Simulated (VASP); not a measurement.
# Cd2Hg3Te5 (I4/mmm) in VASP: single point with PBE

Aim: the single point of Cd2Hg3Te5 with PBE.

All numbers are computed with VASP 6.6.1; they aren't measurements. Logs are shortened: lines on timing, memory, paths and dates and some standing lists are left out, and cuts for length are marked.

### Step 1. The cell of the first run

It takes space group I4/mmm (No. 139, tetragonal). The conventional cell has a = 4.404 Å, b = 4.404 Å, c = 31.139 Å, α = 90.00°, β = 90.00°, γ = 90.00°. Cd (site symmetry 4mm) has 6 Te at 3.11 Å within 4.1 Å. Within 4.1 Å of Hg (site symmetry 4mm) lie 6 Te at 3.11 Å. Within 4.1 Å of Hg (site symmetry 4/mmm) lie 6 Te at 3.11 Å. Within 4.1 Å of Te (site symmetry 4mm) lie 4 Cd at 3.11 Å and 2 Hg at 3.11 Å. Te (site symmetry 4/mmm) has 4 Hg at 3.11 Å and 2 Cd at 3.11 Å within 4.1 Å. Within 4.1 Å of Te (site symmetry 4mm) lie 5 Hg at 3.11 Å and 1 Cd at 3.11 Å.

### Step 2. Single point, PBE

INCAR reads:

```
SYSTEM = Cd2Hg3Te5
PREC = Accurate
ENCUT = 520
EDIFF = 1E-6
ISMEAR = 0
SIGMA = 0.1
LREAL = .False.
LASPH = .True.
NELM = 100
ALGO = Normal
ISIF = 2
LWAVE = .False.
LCHARG = .True.
GGA = PE
LELF = .True.
LVHAR = .True.
NBANDS = 56
```

KPOINTS reads:

```
Automatic mesh
0
Gamma
  6 6 6
  0 0 0
```

POSCAR reads:

```
Cd2Hg3Te5
1.0
   -2.2018756600      2.2018756600     15.5696121400
    2.2018756600     -2.2018756600     15.5696121400
    2.2018756600      2.2018756600    -15.5696121400
Cd Hg Te
2 3 5
Direct
    0.4000000000      0.4000000000      0.0000000000
    0.6000000000      0.6000000000      0.0000000000
    0.8000000000      0.8000000000      0.0000000000
    0.0000000000      0.0000000000      0.0000000000
    0.2000000000      0.2000000000      0.0000000000
    0.9000000000      0.9000000000      0.0000000000
    0.5000000000      0.5000000000      0.0000000000
    0.1000000000      0.1000000000      0.0000000000
    0.7000000000      0.7000000000      0.0000000000
    0.3000000000      0.3000000000      0.0000000000
```

Potentials or basis: VASP PAW PBE potentials, release 64 (Cd, Hg, Te).

The run is started by

```sh
$ cat potpaw_PBE.64/Cd/POTCAR potpaw_PBE.64/Hg/POTCAR potpaw_PBE.64/Te/POTCAR > POTCAR
$ mpirun -np 1 vasp_std > vasp.out
```

OUTCAR:

```text
SYSTEM = Cd2Hg3Te5
   PREC = Accurate
   ENCUT = 520
   EDIFF = 1E-6
   ISMEAR = 0
   LREAL = .False.
   LASPH = .True.
   NELM = 100
   ISIF = 2
   GGA = PE

 ion  position               nearest neighbor table
   1  0.400  0.400  0.000-   6 3.11   6 3.11   6 3.11   6 3.11  10 3.11   7 3.11
   2  0.600  0.600  0.000-   8 3.11   8 3.11   8 3.11   8 3.11   9 3.11   7 3.11
   3  0.800  0.800  0.000-  10 3.11  10 3.11  10 3.11  10 3.11   9 3.11   6 3.11
   4  0.000  0.000  0.000-   7 3.11   7 3.11   7 3.11   7 3.11   8 3.11   6 3.11
   5  0.200  0.200  0.000-   9 3.11   9 3.11   9 3.11   9 3.11  10 3.11   8 3.11
   6  0.900  0.900  0.000-   1 3.11   1 3.11   1 3.11   1 3.11   4 3.11   3 3.11
   7  0.500  0.500  0.000-   4 3.11   4 3.11   4 3.11   4 3.11   2 3.11   1 3.11
   8  0.100  0.100  0.000-   2 3.11   2 3.11   2 3.11   2 3.11   5 3.11   4 3.11
   9  0.700  0.700  0.000-   5 3.11   5 3.11   5 3.11   5 3.11   3 3.11   2 3.11
  10  0.300  0.300  0.000-   3 3.11   3 3.11   3 3.11   3 3.11   5 3.11   1 3.11

  LATTYP: Found a body centered tetragonal cell.
 ALAT       =     4.4037513200
 C/A-ratio  =     7.0710678277

  Lattice vectors:

 A1 = (  -2.2018756600,   2.2018756600,  15.5696121400)
 A2 = (   2.2018756600,  -2.2018756600,  15.5696121400)
 A3 = (   2.2018756600,   2.2018756600, -15.5696121400)

Analysis of symmetry for initial positions (statically):
=====================================================================
 Subroutine PRICEL returns:
 Original cell was already a primitive cell.

 Routine SETGRP: Setting up the symmetry group for a
 body centered tetragonal supercell.

 Subroutine GETGRP returns: Found 16 space group operations
 (whereof 16 operations were pure point group operations)
 out of a pool of 16 trial point group operations.

The static configuration has the point symmetry D_4h.

Analysis of symmetry for dynamics (positions and initial velocities):
=====================================================================
 Subroutine PRICEL returns:
 Original cell was already a primitive cell.

 Routine SETGRP: Setting up the symmetry group for a
 body centered tetragonal supercell.

 Subroutine GETGRP returns: Found 16 space group operations
 (whereof 16 operations were pure point group operations)
 out of a pool of 16 trial point group operations.

The dynamic configuration has the point symmetry D_4h.

 Subroutine INISYM returns: Found 16 space group operations
 (whereof 16 operations are pure point group operations),
 and found     1 'primitive' translations

----------------------------------------------------------------------------------------

                                     Primitive cell

  volume of cell :     301.9419

  direct lattice vectors                    reciprocal lattice vectors
    -2.201875660  2.201875660 15.569612140     0.000000000  0.227079126  0.032113838
     2.201875660 -2.201875660 15.569612140     0.227079126  0.000000000  0.032113838
     2.201875660  2.201875660-15.569612140     0.227079126  0.227079126  0.000000000

  length of vectors
    15.877951223 15.877951223 15.877951223     0.229338675  0.229338675  0.321138379

  position of ions in fractional coordinates (direct lattice)
     0.400000000  0.400000000  0.000000000
     0.600000000  0.600000000  0.000000000
     0.800000000  0.800000000  0.000000000
     0.000000000  0.000000000  0.000000000
     0.200000000  0.200000000  0.000000000
     0.900000000  0.900000000  0.000000000
     0.500000000  0.500000000  0.000000000
     0.100000000  0.100000000  0.000000000
     0.700000000  0.700000000  0.000000000
     0.300000000  0.300000000  0.000000000

  ion indices of the primitive-cell ions
   primitive index   ion index
                 1           1
                 2           2
                 3           3
                 4           4
                 5           5
                 6           6
                 7           7
                 8           8
                 9           9
                10          10

----------------------------------------------------------------------------------------

 KPOINTS: Automatic mesh

Automatic generation of k-mesh.
 Grid dimensions read from file:
 generate k-points for:    6    6    6

 Generating k-lattice:

  Cartesian coordinates                     Fractional coordinates (reciprocal lattice)
     0.000000000  0.037846521  0.005352306     0.166666667  0.000000000  0.000000000
     0.037846521  0.000000000  0.005352306     0.000000000  0.166666667  0.000000000
     0.037846521  0.037846521  0.000000000     0.000000000  0.000000000  0.166666667

  Length of vectors
     0.038223113  0.038223113  0.053523063

  Shift w.r.t. Gamma in fractional coordinates (k-lattice)
     0.000000000  0.000000000  0.000000000

 Subroutine IBZKPT returns following result:
 ===========================================

 Found     30 irreducible k-points:

 Following reciprocal coordinates:
            Coordinates               Weight
  0.000000  0.000000  0.000000      1.000000
  0.166667  0.000000 -0.000000      8.000000
  0.333333  0.000000 -0.000000      8.000000
  0.500000  0.000000 -0.000000      4.000000
  0.166667  0.166667 -0.000000      8.000000
  0.333333  0.166667  0.000000     16.000000
[... 16 lines left out ...]
 -0.333333 -0.333333  0.166667      8.000000
 -0.166667 -0.333333  0.166667      8.000000
 [... further k-points ...]
   k-points           NKPTS =     30   k-points in BZ     NKDIM =     30   number of bands    NBANDS=     56
   number of dos      NEDOS =    301   number of ions     NIONS =     10
   total plane-waves  NPLWV = ******
   dimension x,y,z NGX =   120 NGY =  120 NGZ =  120
   dimension x,y,z NGXF=   240 NGYF=  240 NGZF=  240
   ions per type =               2   3   5
   NGX,Y,Z   is equivalent  to a cutoff of  12.56, 12.56, 12.56 a.u.
   NGXF,Y,Z  is equivalent  to a cutoff of  25.13, 25.13, 25.13 a.u.
 SYSTEM =  Cd2Hg3Te5
   PREC   = accura    normal or accurate (medium, high low for compatibility)
   ISTART =      0    job   : 0-new  1-cont  2-samecut
   ICHARG =      2    charge: 1-file 2-atom 10-const
   ISPIN  =      1    spin polarized calculation?
   LNONCOLLINEAR =      F non collinear calculations
   LSORBIT =      F    spin-orbit coupling
   LASPH  =      T    aspherical Exc in radial PAW
   ENCUT  =  520.0 eV  38.22 Ry    6.18 a.u.  29.52 29.52 29.52*2*pi/ulx,y,z
   NELM   =    100;   NELMIN=  2; NELMDL= -5     # of ELM steps
   EDIFF  = 0.1E-05   stopping-criterion for ELM
   LREAL  =      F    real-space projection
   EDIFFG = 0.1E-04   stopping-criterion for IOM
   NSW    =      0    number of steps for IOM
   IBRION =     -1    ionic relax: 0-MD 1-quasi-New 2-CG
   NFREE  =      0    steps in history (QN), initial steepest desc. (CG)
   ISIF   =      2    stress and relaxation
   ISYM   =      2    0-nonsym 1-usesym 2-fastsym
   POTIM  = 0.5000    time-step for ionic-motion
   TEBEG  =    0.0;   TEEND  =   0.0 temperature during run
   PSTRESS=    0.0 pullay stress
   NELECT =      90.0000    total number of electrons
   NUPDOWN=      -1.0000    fix difference up-down
   EMIN   =  10.00;   EMAX   =-10.00  energy-range for DOS
   EFERMI =   0.00;   METHOD = LEGACY
   ISMEAR =     0;   SIGMA  =   0.10  broadening in eV -4-tet -1-fermi 0-gaus
   EFERMI_NEDOS =   21; number of points for ismear=-14 and -15
   IALGO  =     38    algorithm
   IMIX   =      4    mixing-type and parameters
     AMIX     =   0.40;   BMIX     =  1.00
     AMIX_MAG =   1.60;   BMIX_MAG =  1.00
  volume/ion in A,a.u.               =      30.19       203.76
  Fermi-wavevector in a.u.,A,eV,Ry     =   1.093573  2.066554 16.271241  1.195902
  Thomas-Fermi vector in A             =   2.229861
   LORBIT       =      0    0 simple, 1 ext, 2 COOP (PROOUT), +10 PAW based schemes
   GGA     = PE    functional components
   LHFCALC =     F    Hartree Fock is set to
   AEXX    =    0.0000 exact exchange contribution
   IVDW    =     0    specifies the selected vdW correction
   LEPSILON=     F    determine dielectric tensor
   LRPA    =     F    only Hartree local field effects (RPA)
 non-spin polarized calculation
 Gauss-broadening in eV      SIGMA  =   0.10
  energy-cutoff  :      520.00
  volume of cell :      301.94
 maximum number of plane-waves:      8184
 NGX is ok and might be reduce to   120
   NGX = 59   NGY = 59   NGZ = 59

 number of electron      89.9999995 magnetization

 Free energy of the ion-electron system (eV)
  ---------------------------------------------------
  ext. energy  EPLUGINS =         0.00000000
  ---------------------------------------------------
  free energy    TOTEN  =       -18.90098169 eV

  energy without entropy =      -18.87367621  energy(sigma->0) =      -18.88732895

 E-fermi :   3.5701     XC(G=0):  -9.5223

 val. band max:        3.5553731639   @ k =  -0.1667   0.5000   0.1667
 cond. band min:       3.5782119509   @ k =   0.5000   0.5000   0.5000
 fundamental gap:      0.0228387870
 Fermi energy:         3.5701477561

 k-point     1 :       0.0000    0.0000    0.0000
  band No.  band energies     occupation
      1      -7.9272      2.00000
      2      -7.6323      2.00000
      3      -7.5143      2.00000
      4      -7.1283      2.00000
      5      -7.0973      2.00000
      6      -4.5992      2.00000
[... 48 lines left out ...]
     55       9.2882      0.00000
     56       9.5369      0.00000

 k-point     2 :       0.1667    0.0000   -0.0000
  band No.  band energies     occupation
      1      -7.7891      2.00000
      2      -7.5229      2.00000
      3      -7.3836      2.00000
      4      -7.0633      2.00000
      5      -7.0267      2.00000
      6      -4.6189      2.00000
[... 48 lines left out ...]
     55       9.2870      0.00000
     56       9.3190      0.00000

 k-point     3 :       0.3333    0.0000   -0.0000
  band No.  band energies     occupation
      1      -7.4349      2.00000
      2      -7.2437      2.00000
      3      -7.0967      2.00000
      4      -6.9359      2.00000
      5      -6.9165      2.00000
      6      -4.6803      2.00000
[... 1172 lines left out ...]
 k-point    23 :      -0.3333   -0.3333    0.1667
  band No.  band energies     occupation
      1      -7.6390      2.00000
      2      -7.5113      2.00000
      3      -7.2017      2.00000
      4      -7.0459      2.00000
      5      -6.9759      2.00000
      6      -4.6637      2.00000
[... 48 lines left out ...]
     55       8.8286      0.00000
     56       9.1130      0.00000

 k-point    24 :      -0.1667   -0.3333    0.1667
  band No.  band energies     occupation
      1      -7.7702      2.00000
      2      -7.5883      2.00000
      3      -7.3174      2.00000
      4      -7.0918      2.00000
      5      -7.0171      2.00000
      6      -4.6189      2.00000
[... 48 lines left out ...]
     55       9.2990      0.00000
     56       9.3618      0.00000

 [... further k-points ...]
[... 5 lines left out ...]
  --------------------------------------------------------------------------------------
  -------------------------------------------------------------------------------------
  Total       -3.6358816     -3.6358816     -2.9963433      0.0000000      0.0000000      0.0000000
  in kB      -19.2928750    -19.2928750    -15.8993286      0.0000000      0.0000000      0.0000000
  external PRESSURE =     -18.1616929 kB  Pullay stress =       0.0000000 kB

 VOLUME and BASIS-vectors are now :
 -----------------------------------------------------------------------------
  energy-cutoff  :      520.00
  volume of cell :      301.94
      direct lattice vectors                 reciprocal lattice vectors
    -2.201875660  2.201875660 15.569612140     0.000000000  0.227079126  0.032113838
     2.201875660 -2.201875660 15.569612140     0.227079126  0.000000000  0.032113838
     2.201875660  2.201875660-15.569612140     0.227079126  0.227079126  0.000000000

 POSITION                                       TOTAL-FORCE (eV/Angst)
 -----------------------------------------------------------------------------------
      0.00000      0.00000     12.45569         0.000000      0.000000     -0.060586
      0.00000      0.00000     18.68353        -0.000000     -0.000000      0.060586
      0.00000      0.00000     24.91138         0.000000      0.000000      0.061532
      0.00000      0.00000      0.00000         0.000000      0.000000     -0.000000
      0.00000      0.00000      6.22784        -0.000000     -0.000000     -0.061532
      0.00000      0.00000     28.02530        -0.000000     -0.000000      0.070517
      0.00000      0.00000     15.56961         0.000000      0.000000     -0.000000
      0.00000      0.00000      3.11392         0.000000      0.000000     -0.070517
      0.00000      0.00000     21.79746         0.000000      0.000000     -0.204632
      0.00000      0.00000      9.34177        -0.000000     -0.000000      0.204632
 -----------------------------------------------------------------------------------
    total drift:                                0.000000      0.000000     -0.000000

  FREE ENERGIE OF THE ION-ELECTRON SYSTEM (eV)
  ---------------------------------------------------
  free  energy   TOTEN  =       -18.9009816925 eV

  energy  without entropy=      -18.8736762068  energy(sigma->0) =      -18.88732895
```

It took 80 min on 1 thread of Intel Xeon Platinum 8559C (Emerald Rapids), shared host; peak memory 2.6 GiB.

What came out:

* Free energy: -18.9010 eV
* Pressure: -1.8 GPa
* Largest force: 0.205 eV/Å
* Band gap on the k mesh: zero (band 45 reaches 3.76 eV, above the bottom of band 46 at 1.62 eV)

Forces in eV/Å, atoms in the order of the input:
```
Cd   0.000  0.000 -0.061
Cd   0.000  0.000  0.061
Hg   0.000  0.000  0.062
Hg   0.000  0.000  0.000
Hg   0.000  0.000 -0.062
Te   0.000  0.000  0.071
Te   0.000  0.000  0.000
Te   0.000  0.000 -0.071
Te   0.000  0.000 -0.205
Te   0.000  0.000  0.205
```

Levels at points of the mesh, in eV from the Fermi level:
```csv
k point,band 42,band 43,band 44,band 45,band 46,band 47,band 48,band 49
"(0.00, 0.00, 0.00)",-1.09,-0.99,-0.99,-0.54,-0.54,-0.53,-0.38,1.70
"(0.50, 0.00, 0.00)",0.09,0.13,0.14,0.19,2.15,2.34,2.73,2.75
"(0.50, 0.50, 0.00)",-2.19,-2.16,-1.97,-1.96,-1.95,-0.44,-0.25,1.30
"(0.50, 0.50, 0.50)",-1.44,-0.70,-0.70,-0.66,-0.66,0.01,0.35,1.08
```

Caveat: spin-orbit coupling is left out, which moves the levels of the heavy elements.
